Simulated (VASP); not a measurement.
Here is a VASP 6.6.1 calculation.

Contents of POSCAR:

```
WS2
1.0
    3.1814117282      0.0000000000      0.0000000000
   -1.5907058641      2.7551833765      0.0000000000
    0.0000000000      0.0000000000     23.9250278110
W S
2 4
Direct
    0.3333333333      0.6666666667      0.6379434935
    0.6666666667      0.3333333333      0.3620565065
    0.3333333333      0.6666666667      0.2962425097
    0.6666666667      0.3333333333      0.5721038223
    0.3333333333      0.6666666667      0.4278961777
    0.6666666667      0.3333333333      0.7037574903
```

File INCAR.step1:

```
SYSTEM = WS2
  PREC = Accurate
  ENCUT = 520
  ISMEAR = 0
  SIGMA = 0.05
  LREAL = .False.
  LASPH = .True.
  NELM = 80
  NBANDS = 35
  GGA = PE
  ALGO = Normal
  EDIFF = 1E-4
  LWAVE = .True.
  LCHARG = .False.
```

The input INCAR.step2:

```
SYSTEM = WS2
  PREC = Accurate
  ENCUT = 520
  EDIFF = 1E-6
  ISMEAR = 0
  SIGMA = 0.05
  LREAL = .False.
  LASPH = .True.
  NELM = 80
  ALGO = Normal
  ISIF = 2
  LWAVE = .False.
  LCHARG = .False.
  METAGGA = R2SCAN
  LMIXTAU = .True.
  NBANDS = 35
  ISTART = 1
```

The input KPOINTS:

```
Automatic mesh
0
Gamma
  12 12 2
  0 0 0
```

Potentials or basis: VASP PAW PBE potentials, release 64 (W_sv, S).

Launch:

```sh
$ cat potpaw_PBE.64/W_sv/POTCAR potpaw_PBE.64/S/POTCAR > POTCAR
$ cp INCAR.step1 INCAR
$ mpirun -np 1 vasp_std > vasp.out
$ cp INCAR.step2 INCAR
$ mpirun -np 1 vasp_std > vasp.out
```

**Question.** What does it give for the largest force?

**Answer.** 0.299 eV/Å.

**Question.** Predict the band gap on the k mesh.

**Answer.** 1.73 eV (least direct gap 1.94 eV).

Forces on the atoms (eV/Å):
```
W    0.000  0.000  0.001
W    0.000  0.000 -0.001
S    0.000  0.000  0.299
S    0.000  0.000  0.292
S    0.000  0.000 -0.292
S    0.000  0.000 -0.299
```

Caveat: the cell differs from its parent crystal (strain +0.0100 x Voigt [0, 0, 1, 0, 0, 0]); the PAW data sets were made with another functional, which shifts forces and pressure a little; spin-orbit coupling is left out, which moves the levels of the heavy elements.
